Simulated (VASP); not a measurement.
**LaB6: single point with PBE**

The system is LaB6.

```
La B
1.0
     4.15476    0.00000    0.00000
     0.00000    4.15476    0.00000
     0.00000    0.00000    4.15476
La B
1 6
Direct
  0.00000 0.00000 0.00000
  0.19982 0.50000 0.50000
  0.50000 0.19982 0.50000
  0.80018 0.50000 0.50000
  0.50000 0.80018 0.50000
  0.50000 0.50000 0.19982
  0.50000 0.50000 0.80018
```

| Item | Value |
| --- | --- |
| Program | VASP 6.6.1 |
| Task | single point |
| Functional | PBE |
| Potentials or basis | VASP PAW PBE potentials, release 64 (La, B) |
| Cutoff | 520 eV |
| k mesh | 8 × 8 × 8 |
| Occupations | fermi-dirac, width 0.1 eV |
| Spin | no spin polarisation |

```
Pressure      : 0.0 GPa
Largest force : 0.017 eV/Å
```

Forces on the atoms (eV/Å):
```
La   0.000  0.000  0.000
B   -0.017  0.000  0.000
B    0.000 -0.017  0.000
B    0.017  0.000  0.000
B    0.000  0.017  0.000
B    0.000  0.000 -0.017
B    0.000  0.000  0.017
```

Levels at points of the mesh, in eV from the Fermi level:
| k point | band 10 | band 11 | band 12 | band 13 | band 14 | band 15 | band 16 | band 17 | band 18 | band 19 |
| --- | --- | --- | --- | --- | --- | --- | --- | --- | --- | --- |
| (0.00, 0.00, 0.00) | -6.92 | -6.92 | -1.82 | -1.82 | -1.82 | 0.26 | 0.26 | 0.26 | 1.55 | 1.55 |
| (0.50, 0.00, 0.00) | -6.41 | -3.41 | -3.41 | -3.14 | -2.42 | -1.44 | 1.50 | 1.62 | 1.62 | 1.95 |
| (0.50, 0.50, 0.00) | -6.12 | -4.40 | -4.40 | -2.84 | -2.84 | 1.06 | 1.06 | 1.97 | 2.00 | 2.00 |
| (0.50, 0.50, 0.50) | -4.67 | -4.67 | -2.35 | -2.35 | -2.35 | 1.50 | 1.79 | 1.79 | 1.79 | 1.80 |

Run time: 62 s on 1 thread of AMD EPYC 7R43 64-Core Processor (Zen 3), with other jobs on the host, peak memory 0.18 GiB.

Caveat: spin-orbit coupling is left out, which moves the levels of the heavy elements.
